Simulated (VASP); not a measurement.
Here is a VASP 6.6.1 calculation.

File INCAR:

```
ALGO     = Normal         # electronic algorithm
EDIFF    = 1E-7           # SCF threshold, eV
ENCUT    = 520            # plane-wave cutoff, eV
GGA      = PE             # functional
ISIF     = 2              # what is computed and relaxed
ISMEAR   = 0              # smearing method
LASPH    = T              # aspherical terms in the spheres
LCHARG   = F              # write CHGCAR
LREAL    = F              # projectors in reciprocal space
LWAVE    = F              # write WAVECAR
NBANDS   = 36             # bands
NELM     = 100            # most SCF steps
PREC     = Accurate       # precision mode
SIGMA    = 0.1            # smearing width, eV
```

Contents of KPOINTS:

```
k-points
0
Gamma
  4 4 4
```

The input POSCAR:

```
GeW3
1.0
    0.0000000000      3.1604007771      3.1604007771
    3.1604007771      0.0000000000      3.1604007771
    3.1604007771      3.1604007771      0.0000000000
Ge W
1 3
Direct
    0.5000000000      0.5000000000      0.5000000000
    0.2500000000      0.2500000000      0.2500000000
    0.0000000000      0.0000000000      0.0000000000
    0.7500000000      0.7500000000      0.7500000000
```

Potentials or basis: VASP PAW PBE potentials, release 64 (Ge_d, W_sv).

Launch:

```bash
$ cat potpaw_PBE.64/Ge_d/POTCAR potpaw_PBE.64/W_sv/POTCAR > POTCAR
$ mpirun -np 1 vasp_std > vasp.out
```

Problem. Estimate the pressure.

Solution. 0.4 GPa.

Problem. Predict the band gap on the k mesh.

Solution. Zero (bands 28 and 29 overlap by 2.39 eV).

Caveat: the k points lie up to 0.43 Å⁻¹ apart, too coarse for converged energies and pressures of a metal; spin-orbit coupling is left out, which moves the levels of the heavy elements.
